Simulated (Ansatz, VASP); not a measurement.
## One calculation of SiC, two programs

Contents of POSCAR:

```
SiC
1.0
    0.0000000000      2.2651744451      2.1192003435
    2.2651744451      0.0000000000      2.1192003435
    2.2651744451      2.2651744451      0.0000000000
Si C
1 1
Direct
    0.0000000000      0.0000000000      0.0000000000
    0.2500000000      0.2500000000      0.2500000000
```

File INCAR.step1:

```
SYSTEM = SiC
ALGO = Normal
EDIFF = 1E-4
ENCUT = 520
GGA = PE
ISMEAR = 0
LASPH = .True.
LCHARG = .False.
LREAL = .False.
LWAVE = .True.
NBANDS = 11
NELM = 60
PREC = Accurate
SIGMA = 0.01
```

INCAR.step2

```
SYSTEM = SiC
ALGO = Normal
EDIFF = 1E-6
ENCUT = 520
ISIF = 2
ISMEAR = 0
ISTART = 1
LASPH = .True.
LCHARG = .False.
LMIXTAU = .True.
LREAL = .False.
LWAVE = .False.
METAGGA = R2SCAN
NBANDS = 11
NELM = 60
PREC = Accurate
SIGMA = 0.01
```

The input KPOINTS:

```
k-points
0
Gamma
  10 10 10
  0 0 0
```

Input for Ansatz:

```yaml
crystal:
  lattice:
    - [0.0, 2.2651744451, 2.1192003435]
    - [2.2651744451, 0.0, 2.1192003435]
    - [2.2651744451, 2.2651744451, 0.0]
  atoms:
    - { symbol: Si, position: [0.0, 0.0, 0.0] }
    - { symbol: C, position: [0.25, 0.25, 0.25] }
kpoints:
  mp_grid: { grid: [10, 10, 10] }
  band_path:
    path:
      - [0.0, 0.0, 0.0]
      - [-0.5, -0.5, 0.0]
      - [-0.375, -0.375, 0.25]
      - [-0.375, 0.0, 0.375]
      - [0.0, 0.0, 0.5]
      - [-0.5, -0.25, 0.25]
    npoints: 1
hamiltonian:
  xc: r2scan
scf:
  occupations: { method: fixed }
  n_extra_bands: 4
output:
  forces: true
  stress: true
  eigenvalues: true
```

Change from the starting cell: epitaxial_xy strain +4.0%.

Alike in both runs: task single point; functional r2SCAN; k mesh 10 × 10 × 10; no spin polarisation.

```csv
,VASP,Ansatz
version,VASP 6.6.1,Ansatz 0.2.0
potentials or method,"VASP PAW PBE potentials, release 64 (Si, C)","plane waves, PAW"
plane-wave cutoff (eV),520,500
occupations,"gaussian, width 0.01 eV",fixed
valence electrons in the cell,8,8
```

|  | VASP | Ansatz | Ansatz less VASP |
| --- | --- | --- | --- |
| gap on the k mesh at the Fermi level (eV) | 1.10 | 1.09 | -0.009 |
| pressure (GPa) | -10.9 | -10.7 | +0.14 |
| traceless stress, the component that is largest in VASP (GPa) | 10.79 | 10.74 | -0.047 |

VASP's potentials were made for PBE, not for r2SCAN.
